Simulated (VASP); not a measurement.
CsPbCl3: single point with PBE

The system is CsPbCl3.

```xyz
5
Lattice="5.6773 0.0000 0.0000 0.0000 5.6773 0.0000 0.0000 0.0000 5.6773" Properties=species:S:1:pos:R:3 pbc="T T T"
Cs    0.0000    0.0000    0.0000
Pb    2.8387    2.8387    2.8387
Cl    2.8387    2.8387    0.0000
Cl    0.0000    2.8387    2.8387
Cl    2.8387    0.0000    2.8387
```

This cell differs from its parent crystal: volume scaled by 0.97.

```
Program                : VASP 6.6.1
Task                   : single point
Functional             : PBE
Potentials or basis    : VASP PAW PBE potentials, release 64 (Cs_sv, Pb_d, Cl)
Cutoff                 : 520 eV
k mesh                 : 6 × 6 × 6
Occupations            : gaussian, width 0.02 eV
Spin                   : no spin polarisation
Dipole correction      : no
Further INCAR settings : ALGO = Normal; EDIFF = 1e-06; NBANDS = 30
```

| Item | Value |
| --- | --- |
| Pressure | 0.7 GPa |
| Band gap on the k mesh | 2.10 eV, direct |

Levels at points of the mesh, in eV from the valence-band top:
```tsv
k point	band 19	band 20	band 21	band 22	band 23	band 24	band 25	band 26
(0.00, 0.00, 0.00)	-2.35	-2.26	-2.26	-2.26	3.53	4.55	4.55	5.45
(0.50, 0.00, 0.00)	-2.44	-2.35	-2.35	-1.55	3.10	4.86	5.38	5.38
(0.50, 0.50, 0.00)	-2.52	-2.50	-1.96	-0.75	2.64	2.64	5.01	5.57
(0.50, 0.50, 0.50)	-1.95	-1.95	-1.95	0.00	2.10	2.10	2.10	5.30
```

Wall time 2.6 min on 1 thread of Oxide Virtual Turin-like Processor (shared host), peak memory 0.28 GiB.

Caveat: spin-orbit coupling is left out, which moves the levels of the heavy elements. A k mesh can miss the band edges.
